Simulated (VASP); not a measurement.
Set up this calculation in VASP 6.6.1, as the native input.

```
Task                   : relaxation of cell and atoms
Functional             : PBE
Potentials or basis    : VASP PAW PBE potentials, release 64 (Os, O)
Cutoff                 : 600 eV
k mesh                 : 6 × 6 × 6
Occupations            : gaussian, width 0.1 eV
Spin                   : no spin polarisation
Dipole correction      : no
Further INCAR settings : ALGO = Normal; EDIFF = 1e-06; IBRION = 2; EDIFFG = -0.04; NSW = 90; ISIF = 3
```

The structure of OsO lies in POSCAR:

```
OsO
1.0
    2.7771540023      0.0000000000      0.0000000000
    0.0000000000      2.7771540023      0.0000000000
    0.0000000000      0.0000000000      2.7771540023
Os O
1 1
Direct
    0.0000000000      0.0000000000      0.0000000000
    0.5000000000      0.5000000000      0.5000000000
```

The input as run:

INCAR

```
ALGO = Normal
EDIFF = 1E-6
EDIFFG = -0.04
ENCUT = 600
GGA = PE
IBRION = 2
ISIF = 3
ISMEAR = 0
LASPH = T
LCHARG = F
LREAL = F
LWAVE = F
NELM = 80
NSW = 90
PREC = Accurate
SIGMA = 0.1
```

KPOINTS

```
k-points
0
Gamma
  6 6 6
```

Potentials or basis: VASP PAW PBE potentials, release 64 (Os, O).

Launch:

```bash
$ cat potpaw_PBE.64/Os/POTCAR potpaw_PBE.64/O/POTCAR > POTCAR
$ mpirun -np 1 vasp_std > vasp.out
```

It gave:

```yaml
Relaxed_volume: 10.90 Å³/atom
Relaxed_cell: a = 2.794 Å, b = 2.794 Å, c = 2.794 Å, α = 90.00°, β = 90.00°, γ = 90.00°
Space_group_after_relaxing_to_0.1_Å: Pm-3m (No. 221)
Energy_gained_by_relaxing: 3.1 meV/atom
Ionic_steps: 3
Pressure_after_relaxing: 0.0 GPa
Band_gap_on_the_k_mesh: zero (bands 7 and 8 overlap by 3.09 eV)
```

Caveat: the k points lie up to 0.37 Å⁻¹ apart in the final cell, too coarse for converged energies and pressures of a metal; spin-orbit coupling is left out, which moves the levels of the heavy elements.

It took 7.1 s on 1 thread of AMD EPYC 9R45 96-Core Processor (Zen 5), with other jobs on the host, peak memory 0.12 GiB.
